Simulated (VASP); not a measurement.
Write the native input for VASP 6.6.1 that does the following.

* Task: single point
* Functional: r2SCAN
* Potentials or basis: VASP PAW PBE potentials, release 64 (Ti_sv, Co)
* Cutoff: 520 eV
* k mesh: 10 × 10 × 10
* Occupations: gaussian, width 0.1 eV
* Spin: no spin polarisation
* Dipole correction: no
* Further INCAR settings: ALGO = Normal; EDIFF = 1e-06; NBANDS = 42

Crystal: Ti2Co.

```
CELL_PARAMETERS angstrom
0.00000 3.40928 3.40928
3.40928 0.00000 3.40928
3.40928 3.40928 0.00000
ATOMIC_POSITIONS crystal
Ti 0.12500 0.12500 0.12500
Ti 0.62500 0.12500 0.12500
Ti 0.12500 0.12500 0.62500
Ti 0.12500 0.62500 0.12500
Co 0.50000 0.50000 0.50000
Co 0.75000 0.75000 0.75000
```

The input as run:

POSCAR

```
Ti2Co
1.0
    0.0000000000      3.4092813939      3.4092813939
    3.4092813939      0.0000000000      3.4092813939
    3.4092813939      3.4092813939      0.0000000000
Ti Co
4 2
Direct
    0.1250000000      0.1250000000      0.1250000000
    0.6250000000      0.1250000000      0.1250000000
    0.1250000000      0.1250000000      0.6250000000
    0.1250000000      0.6250000000      0.1250000000
    0.5000000000      0.5000000000      0.5000000000
    0.7500000000      0.7500000000      0.7500000000
```

INCAR.step1

```
SYSTEM = Ti2Co
PREC = Accurate ; ENCUT = 520
ISMEAR = 0 ; SIGMA = 0.1
LREAL = .False. ; LASPH = .True.
NELM = 80 ; NBANDS = 42
GGA = PE ; ALGO = Normal
EDIFF = 1E-4 ; LWAVE = .True.
LCHARG = .False.
```

INCAR.step2

```
SYSTEM = Ti2Co
PREC = Accurate ; ENCUT = 520
EDIFF = 1E-6 ; ISMEAR = 0
SIGMA = 0.1 ; LREAL = .False.
LASPH = .True. ; NELM = 80
ALGO = Normal ; ISIF = 2
LWAVE = .False. ; LCHARG = .True.
METAGGA = R2SCAN ; LMIXTAU = .True.
LELF = .True. ; LVHAR = .True.
NBANDS = 42 ; ISTART = 1
```

KPOINTS

```
regular mesh
0
Gamma
  10 10 10
  0 0 0
```

Potentials or basis: VASP PAW PBE potentials, release 64 (Ti_sv, Co).

Launch:

```console
$ cat potpaw_PBE.64/Ti_sv/POTCAR potpaw_PBE.64/Co/POTCAR > POTCAR
$ cp INCAR.step1 INCAR
$ mpirun -np 1 vasp_std > vasp.out
$ cp INCAR.step2 INCAR
$ mpirun -np 1 vasp_std > vasp.out
```

It gave:

* Pressure: 13.1 GPa
* Band gap on the k mesh: zero (bands 33 and 34 overlap by 0.60 eV)

Caveat: the cell stands under pressure; the PAW data sets were made with another functional, which shifts forces and pressure a little; the run has no spin polarisation, though such a crystal can be magnetic.

Wall time 19 min on 1 thread of Intel Xeon 8259CL, on a shared host, peak memory 0.3 GiB.
